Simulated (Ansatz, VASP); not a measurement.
**One calculation of AlN, two programs**

```
CELL_PARAMETERS angstrom
3.31212 0.00000 0.00000
-1.65606 2.86838 0.00000
0.00000 0.00000 4.18756
ATOMIC_POSITIONS crystal
Al 0.33333 0.66667 0.75000
Al 0.66667 0.33333 0.25000
N 0.33333 0.66667 0.25000
N 0.66667 0.33333 0.75000
```

Alike in both runs: task relaxation of cell and atoms; functional PBE; k mesh 12 × 12 × 6; occupations gaussian, width 0.02 eV; no spin polarisation.

```csv
,VASP,Ansatz
version,VASP 6.6.1,Ansatz 0.2.0
potentials or method,"VASP PAW PBE potentials, release 64 (Al, N), cutoff 600 eV","scalar-relativistic, plane waves, PAW"
valence electrons in the cell,16,16
```

```csv
,VASP,Ansatz,Ansatz less VASP
"gap on the k mesh at the Fermi level, each at its own relaxed structure (eV)",3.27,3.25,-0.016
relaxed volume (Å³/atom),9.95,9.96,+0.011
relaxed cell length with the largest relative difference (Å),3.312,3.314,+0.0022
```

Noted on VASP's run: the relaxation stopped at its first step, so nothing moved.
